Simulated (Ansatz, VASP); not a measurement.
TePb: VASP beside Ansatz

File INCAR:

```
PREC = Accurate
ENCUT = 500
EDIFF = 1E-6
ISMEAR = 0
SIGMA = 0.05
LREAL = F
LASPH = T
NELM = 120
ALGO = Normal
ISIF = 2
LWAVE = F
LCHARG = T
GGA = RE
LELF = T
LVHAR = T
NBANDS = 17
GGA_COMPAT = F
```

KPOINTS

```
Automatic mesh
0
Gamma
  6 6 6
```

The input POSCAR:

```
TePb
1.0
    0.0000000000      3.2270013417      3.2270013417
    3.2270013417      0.0000000000      3.2270013417
    3.2270013417      3.2270013417      0.0000000000
Pb Te
1 1
Direct
    0.5000000000      0.5000000000      0.5000000000
    0.0000000000      0.0000000000      0.0000000000
```

Input for Ansatz:

```yaml
crystal:
  lattice:
    - [0.0, 3.2270013417, 3.2270013417]
    - [3.2270013417, 0.0, 3.2270013417]
    - [3.2270013417, 3.2270013417, 0.0]
  atoms:
    - { symbol: Pb, position: [0.5, 0.5, 0.5] }
    - { symbol: Te, position: [0.0, 0.0, 0.0] }
basis:
  ecutwfc: 420
  ecutrho_ratio: 4
kpoints:
  mp_grid: { grid: [6, 6, 6] }
hamiltonian:
  xc: revpbe
scf:
  occupations: { method: gaussian, width: 0.05 }
output:
  forces: true
  stress: true
  eigenvalues: true
```

Alike in both runs: task single point; functional revPBE; k mesh 6 × 6 × 6; occupations gaussian, width 0.05 eV; no spin polarisation.

|  | VASP | Ansatz |
| --- | --- | --- |
| version | VASP 6.6.1 | Ansatz 0.2.0 |
| potentials or method | VASP PAW PBE potentials, release 64 (Pb_d, Te), cutoff 500 eV | scalar-relativistic, plane waves, PAW |
| valence electrons in the cell | 20 | 30 |

|  | VASP | Ansatz | Ansatz less VASP |
| --- | --- | --- | --- |
| gap on the k mesh at the Fermi level (eV) | 0.77 | 0.77 | -0.005 |
| least direct gap on the mesh (eV) | 0.77 | 0.77 | -0.005 |
| pressure (GPa) | 3.4 | 3.4 | +0.07 |

VASP's potentials were made for PBE, not for revPBE. VASP's potentials hold 20 valence electrons a cell and Ansatz's 30, so a difference there can come from the potentials and not from the codes.

Spin-orbit coupling is off throughout.
